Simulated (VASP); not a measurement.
Input of a VASP 6.6.1 run:

File INCAR:

```
ALGO = Normal
EDIFF = 1E-6
ENCUT = 520
GGA = PE
ISIF = 2
ISMEAR = -1
LASPH = True
LCHARG = True
LELF = True
LREAL = False
LVHAR = True
LWAVE = False
NBANDS = 20
NELM = 60
PREC = Accurate
SIGMA = 0.1
```

Contents of KPOINTS:

```
k-points
0
Gamma
  5 5 5
```

File POSCAR:

```
Na3Al
1.0
    0.0000000000      3.8330040000      3.8330040000
    3.8330040000      0.0000000000      3.8330040000
    3.8330040000      3.8330040000      0.0000000000
Na Al
3 1
Direct
    0.2500000000      0.2500000000      0.2500000000
    0.7500000000      0.7500000000      0.7500000000
    0.5000000000      0.5000000000      0.5000000000
    0.0000000000      0.0000000000      0.0000000000
```

Potentials or basis: VASP PAW PBE potentials, release 64 (Na_pv, Al).

Command:

```console
$ cat potpaw_PBE.64/Na_pv/POTCAR potpaw_PBE.64/Al/POTCAR > POTCAR
$ mpirun -np 1 vasp_std > vasp.out
```

(1) What does it give for the band gap on the k mesh?

(2) Predict the pressure.

Results:

(1) zero (bands 12 and 13 overlap by 1.54 eV).

(2) 0.1 GPa.
